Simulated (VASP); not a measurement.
Input of a VASP 6.6.1 run:

The input INCAR:

```
SYSTEM = TeP2
PREC     = Accurate       ! precision mode
ENCUT    = 520            ! plane-wave cutoff, eV
EDIFF    = 1E-7           ! SCF threshold, eV
ISMEAR   = 0              ! smearing method
SIGMA    = 0.1            ! smearing width, eV
LREAL    = .FALSE.        ! projectors in reciprocal space
LASPH    = .TRUE.         ! aspherical terms in the spheres
NELM     = 100            ! most SCF steps
ALGO     = Normal         ! electronic algorithm
ISIF     = 2              ! what is computed and relaxed
LWAVE    = .FALSE.        ! write WAVECAR
LCHARG   = .FALSE.        ! write CHGCAR
GGA      = PE             ! functional
NBANDS   = 15             ! bands
```

File KPOINTS:

```
regular mesh
0
G
  4 4 4
  0 0 0
```

The input POSCAR:

```
TeP2
1.0
    0.0000000000      3.2598175447      3.2598175447
    3.2598175447      0.0000000000      3.2598175447
    3.2598175447      3.2598175447      0.0000000000
Te P
1 2
Direct
    0.5000000000      0.5000000000      0.5000000000
    0.2500000000      0.2500000000      0.2500000000
    0.7500000000      0.7500000000      0.7500000000
```

Potentials or basis: VASP PAW PBE potentials, release 64 (Te, P).

Run with:

```sh
$ cat potpaw_PBE.64/Te/POTCAR potpaw_PBE.64/P/POTCAR > POTCAR
$ mpirun -np 1 vasp_std > vasp.out
```

**Question.** What does it give for the band gap on the k mesh?

**Answer.** Zero (band 8 reaches 7.71 eV, above the bottom of band 9 at 3.74 eV).

**Question.** Predict the pressure.

**Answer.** -0.1 GPa.

Caveat: the k points lie up to 0.42 Å⁻¹ apart; spin-orbit coupling is left out, which moves the levels of the heavy elements.
